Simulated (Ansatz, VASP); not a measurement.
## Ti: VASP beside Ansatz

File INCAR:

```
SYSTEM = Ti
PREC     = Accurate       ! precision mode
ENCUT    = 520            ! plane-wave cutoff, eV
EDIFF    = 1E-8           ! SCF threshold, eV
ISMEAR   = -1             ! smearing method
SIGMA    = 0.08           ! smearing width, eV
LREAL    = .FALSE.        ! projectors in reciprocal space
LASPH    = .TRUE.         ! aspherical terms in the spheres
NELM     = 100            ! most SCF steps
ALGO     = Normal         ! electronic algorithm
ISIF     = 2              ! what is computed and relaxed
LWAVE    = .FALSE.        ! write WAVECAR
LCHARG   = .FALSE.        ! write CHGCAR
GGA      = PS             ! functional
LEFG     = .TRUE.       
NBANDS   = 19             ! bands
```

KPOINTS

```
regular mesh
0
G
  13 13 7
  0 0 0
```

The input POSCAR:

```
Ti
1.0
    2.9499978604      0.0000000000      0.0000000000
   -1.4749989302      2.5547730882      0.0000000000
    0.0000000000      0.0000000000      4.7797200000
Ti
2
Direct
    0.3333333333      0.6666666667      0.2500000000
    0.6666666667      0.3333333333      0.7500000000
```

Input for Ansatz:

```yaml
crystal:
  lattice:
    - [2.9499978604, 0.0, 0.0]
    - [-1.4749989302, 2.5547730882, 0.0]
    - [0.0, 0.0, 4.77972]
  atoms:
    - { symbol: Ti, position: [0.3333333333, 0.6666666667, 0.25] }
    - { symbol: Ti, position: [0.6666666667, 0.3333333333, 0.75] }
kpoints:
  mp_grid: { grid: [13, 13, 7] }
scf:
  occupations: { method: fermi_dirac, width: 0.08 }
hamiltonian:
  xc: pbesol
  pseudopotentials: { kind: all_electron, datasets: crystal }
output:
  forces: true
  stress: true
  eigenvalues: true
  efg: { contact_densities: true }
```

Change from the starting cell: zz strain of +2 %, crystal datasets.

Alike in both runs: task electric field gradients; functional PBEsol; k mesh 13 × 13 × 7; occupations fermi-dirac, width 0.08 eV; no spin polarisation.

```csv
,VASP,Ansatz
version,VASP 6.6.1,Ansatz 0.2.0
potentials or method,"VASP PAW PBE potentials, release 64 (Ti_sv), cutoff 520 eV","all-electron PAW with datasets made for the crystal, scalar-relativistic"
```

Ansatz gave:

- pressure (GPa): -7.7
- traceless stress, the component that is largest in VASP (GPa): -1.64
- size of Vzz on the site where it differs most (V/Å²): 13.6

**Question.** Which values does VASP return?

**Answer.** Pressure (GPa): -7.9; traceless stress, the component that is largest in VASP (GPa): -1.63; size of Vzz on the site where it differs most (V/Å²): 12.2.

VASP's potentials were made for PBE, not for PBEsol. Ansatz ran all-electron here, and VASP with PAW potentials.
